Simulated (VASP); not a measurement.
# Al2InN3: single point with PBE

Crystal: Al2InN3.

```xyz
6
Lattice="3.1880 0.0000 0.0000 -1.5940 2.7608 0.0000 0.0000 0.0000 7.9178" Properties=species:S:1:pos:R:3 pbc="T T T"
Al    0.0000    0.0000   -0.0820
Al    1.5940    0.9203    5.3823
In    0.0000    1.8406    2.6634
N     1.5940    0.9203    7.2456
N     0.0000    1.8406    4.8155
N     0.0000    0.0000    1.7493
```

This cell differs from its parent crystal: volume changed by -6%.

```
Program             : VASP 6.6.1
Task                : single point
Functional          : PBE
Potentials or basis : VASP PAW PBE potentials, release 64 (Al, In_d, N)
Cutoff              : 520 eV
k mesh              : 9 × 9 × 4
Occupations         : gaussian, width 0.01 eV
Spin                : no spin polarisation
```

```yaml
Pressure: 11.7 GPa
Largest_force: 0.342 eV/Å
Band_gap_on_the_k_mesh: 1.33 eV, direct
```

Forces on the atoms (eV/Å):
```
Al   0.000  0.000 -0.153
Al   0.000  0.000 -0.120
In   0.000  0.000  0.342
N    0.000  0.000  0.127
N    0.000  0.000  0.015
N    0.000  0.000 -0.211
```

Stress tensor (GPa, compression positive):
```
11.41  0.00  0.00
 0.00 11.41  0.00
 0.00  0.00 12.20
```

Levels at points of the mesh, in eV from the valence-band top:
| k point | band 14 | band 15 | band 16 | band 17 | band 18 | band 19 | band 20 | band 21 |
| --- | --- | --- | --- | --- | --- | --- | --- | --- |
| (0.00, 0.00, 0.00) | -1.40 | -0.92 | 0.00 | 0.00 | 1.33 | 4.74 | 5.08 | 7.41 |
| (0.00, 0.00, 0.50) | -1.37 | -1.37 | -0.02 | -0.02 | 2.39 | 3.82 | 5.42 | 7.43 |

Wall time 58 s on 1 thread of Intel Xeon 6975P-C, with other jobs on the host, peak memory 0.22 GiB.

Caveat: spin-orbit coupling is left out, which moves the levels of the heavy elements.
